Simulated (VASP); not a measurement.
# Sr2Cd (Cmcm) in VASP: notebook, part 2 of 2

VASP 6.6.1.

## (4) Single point, PBEsol

Input file INCAR:

```
SYSTEM = Sr2Cd
ALGO = Normal
EDIFF = 1E-6
ENCUT = 520
GGA = PS
ISIF = 2
ISMEAR = -1
ISYM = 0
LASPH = .TRUE.
LCHARG = .FALSE.
LREAL = .FALSE.
LWAVE = .FALSE.
NBANDS = 41
NELM = 80
PREC = Accurate
SIGMA = 0.1
```

Input file KPOINTS:

```
Automatic mesh
0
Gamma
  4 4 4
  0.5 0.5 0.5
```

Input file POSCAR:

```
Sr2Cd
1.0
    4.4588570000      0.0000000000      0.0000000000
    2.2294290000     -8.8460710000      0.0000000000
    0.0000000000      0.0000000000     -4.4212140000
Sr Cd
4 2
Direct
    0.4410000000      0.1180000000      0.7500000000
    0.5590000000      0.8820000000      0.2500000000
    0.7500000000      0.5000000000      0.7500000000
    0.2500000000      0.5000000000      0.2500000000
    0.1060000000      0.7880000000      0.7500000000
    0.8940000000      0.2120000000      0.2500000000
```

Potentials or basis: VASP PAW PBE potentials, release 64 (Sr_sv, Cd).

Started as:

```console
cat potpaw_PBE.64/Sr_sv/POTCAR potpaw_PBE.64/Cd/POTCAR > POTCAR
mpirun -np 1 vasp_std > vasp.out
```

OUTCAR:

```text
SYSTEM = Sr2Cd
   EDIFF = 1E-6
   ENCUT = 520
   GGA = PS
   ISIF = 2
   ISMEAR = -1
   ISYM = 0
   LASPH = .TRUE.
   LREAL = .FALSE.
   NELM = 80
   PREC = Accurate

 ion  position               nearest neighbor table
   1  0.441  0.118  0.750-   2 3.04   2 3.04   6 3.25   6 3.25   6 3.25   6 3.25   5 3.67   5 3.67
                             4 4.04   4 4.04   3 4.05   3 4.05
   2  0.559  0.882  0.250-   1 3.04   1 3.04   5 3.25   5 3.25   5 3.25   5 3.25   6 3.67   6 3.67
                             3 4.04   3 4.04   4 4.05   4 4.05
   3  0.750  0.500  0.750-   4 3.14   4 3.14   4 3.14   4 3.14   6 3.37   6 3.37   5 3.39   5 3.39
                             2 4.04   2 4.04   1 4.05   1 4.05
   4  0.250  0.500  0.250-   3 3.14   3 3.14   3 3.14   3 3.14   5 3.37   5 3.37   6 3.39   6 3.39
                             1 4.04   1 4.04   2 4.05   2 4.05
   5  0.106  0.788  0.750-   2 3.25   2 3.25   2 3.25   2 3.25   4 3.37   4 3.37   3 3.39   3 3.39
                             1 3.67   1 3.67
   6  0.894  0.212  0.250-   1 3.25   1 3.25   1 3.25   1 3.25   3 3.37   3 3.37   4 3.39   4 3.39
                             2 3.67   2 3.67

IMPORTANT INFORMATION: All symmetrisations will be switched off!
NOSYMM: (Re-)initialisation of all symmetry stuff for point group C_1.

[... 162 lines left out ...]
      4     -32.4044      2.00000
      5     -15.4681      2.00000
      6     -15.2362      2.00000
[... 1045 lines left out ...]
     40       6.1971      0.00000
     41       6.7475      0.00000

 [... further k-points ...]

------------------------ aborting loop because EDIFF is reached ----------------------------------------

  FORCE on cell =-STRESS in cart. coord.  units (eV):
  Direction    XX          YY          ZZ          XY          YZ          ZX
  --------------------------------------------------------------------------------------
  -------------------------------------------------------------------------------------
  Total        7.0207363      4.6574905     12.5845230     -0.0001028     -0.0000031      0.0000033
  in kB       64.5026771     42.7904706    115.6197000     -0.0009444     -0.0000288      0.0000305
  external PRESSURE =      74.3042826 kB  Pullay stress =       0.0000000 kB

 VOLUME and BASIS-vectors are now :
 -----------------------------------------------------------------------------
  energy-cutoff  :      520.00
  volume of cell :      174.39
      direct lattice vectors                 reciprocal lattice vectors
     4.458857000  0.000000000  0.000000000     0.224272723  0.056522281  0.000000000
     2.229429000 -8.846071000  0.000000000     0.000000000 -0.113044537  0.000000000
     0.000000000  0.000000000 -4.421214000     0.000000000  0.000000000 -0.226182221

 POSITION                                       TOTAL-FORCE (eV/Angst)
 -----------------------------------------------------------------------------------
      2.22943     -1.04384     -3.31591        -0.000012     -0.864033     -0.000001
      4.45886     -7.80223     -1.10530         0.000012      0.864034      0.000001
      4.45886     -4.42304     -3.31591        -0.000002     -0.232225     -0.000000
      2.22943     -4.42304     -1.10530         0.000002      0.232229     -0.000001
      2.22943     -6.97070     -3.31591        -0.000292     -0.084253      0.000001
      4.45886     -1.87537     -1.10530         0.000292      0.084249      0.000000
 -----------------------------------------------------------------------------------
    total drift:                               -0.000001     -0.000004     -0.000004

  FREE ENERGIE OF THE ION-ELECTRON SYSTEM (eV)
  ---------------------------------------------------
  free  energy   TOTEN  =        -8.7016843869 eV

  energy  without entropy=       -8.5146138420  energy(sigma->0) =       -8.60814911
```

OSZICAR:

```text
N       E                     dE             d eps       ncg     rms          rms(c)
DAV:   1     0.471809046324E+03    0.47181E+03   -0.31654E+04  5248   0.146E+03
DAV:   2     0.254483703880E+02   -0.44636E+03   -0.43202E+03  5848   0.371E+02
DAV:   3    -0.811471821090E+01   -0.33563E+02   -0.32876E+02  7922   0.842E+01
DAV:   4    -0.960009679795E+01   -0.14854E+01   -0.14747E+01  7736   0.133E+01
DAV:   5    -0.964924346491E+01   -0.49147E-01   -0.49134E-01  7339   0.195E+00    0.400E+01
DAV:   6    -0.879219700369E+01    0.85705E+00   -0.35549E+00  6869   0.900E+00    0.211E+01
DAV:   7    -0.874882779151E+01    0.43369E-01   -0.53175E-01  6364   0.353E+00    0.688E+00
DAV:   8    -0.870106822996E+01    0.47760E-01   -0.15094E-01  6495   0.161E+00    0.761E-01
DAV:   9    -0.870157150708E+01   -0.50328E-03   -0.18495E-02  7512   0.536E-01    0.306E-01
DAV:  10    -0.870161759671E+01   -0.46090E-04   -0.70583E-04  6862   0.936E-02    0.192E-01
DAV:  11    -0.870168062055E+01   -0.63024E-04   -0.18315E-04  6296   0.707E-02    0.259E-02
DAV:  12    -0.870168304353E+01   -0.24230E-05   -0.21353E-05  7438   0.185E-02    0.119E-02
DAV:  13    -0.870168423270E+01   -0.11892E-05   -0.15717E-06  4488   0.611E-03    0.389E-03
DAV:  14    -0.870168438687E+01   -0.15417E-06   -0.40575E-07  3317   0.283E-03
   1 F= -.87016844E+01 E0= -.86081491E+01  d E =-.187071E+00
```

Wall time 13 min (1 thread of Intel Xeon 8259CL, shared host); peak memory 0.54 GiB.

Results:

- Free energy: -8.7017 eV
- Pressure: 7.4 GPa
- Largest force: 0.864 eV/Å
- Band gap on the k mesh: zero (bands 32 and 33 overlap by 0.38 eV)

Forces on the atoms (eV/Å):
```
Sr   0.000 -0.864  0.000
Sr   0.000  0.864  0.000
Sr   0.000 -0.232  0.000
Sr   0.000  0.232  0.000
Cd   0.000 -0.084  0.000
Cd   0.000  0.084  0.000
```

Levels at points of the mesh, in eV from the Fermi level:
| k point | band 29 | band 30 | band 31 | band 32 | band 33 | band 34 | band 35 | band 36 |
| --- | --- | --- | --- | --- | --- | --- | --- | --- |
| (0.12, 0.12, 0.12) | -2.29 | -1.16 | -0.26 | -0.13 | 0.43 | 0.75 | 0.90 | 0.98 |

Caveat: the k points lie up to 0.36 Å⁻¹ apart; the PAW data sets were made with another functional, which shifts forces and pressure a little.

## (5) The runs side by side

| level | k mesh | gap on the mesh (eV) | pressure (GPa) | largest force (eV/Å) |
| --- | --- | --- | --- | --- |
| PBEsol | 4 × 4 × 4 | none | 7.2 | 0.83 |
| PBE | 4 × 4 × 4 | none | 9.6 | 0.86 |
| PBEsol | 4 × 4 × 4, shifted | none | 7.4 | 0.86 |

Alike in all rows: task single point; potentials or basis VASP PAW PBE potentials, release 64 (Sr_sv, Cd); no spin polarisation; cell as given; cutoff (eV) 520; smearing fermi-dirac 0.1 eV.

Caveats: all runs use coarse meshes; the PAW data sets were made with another functional, which shifts forces and pressure a little (at least some runs).

Absolute energies hang on the potentials; compare differences alone.
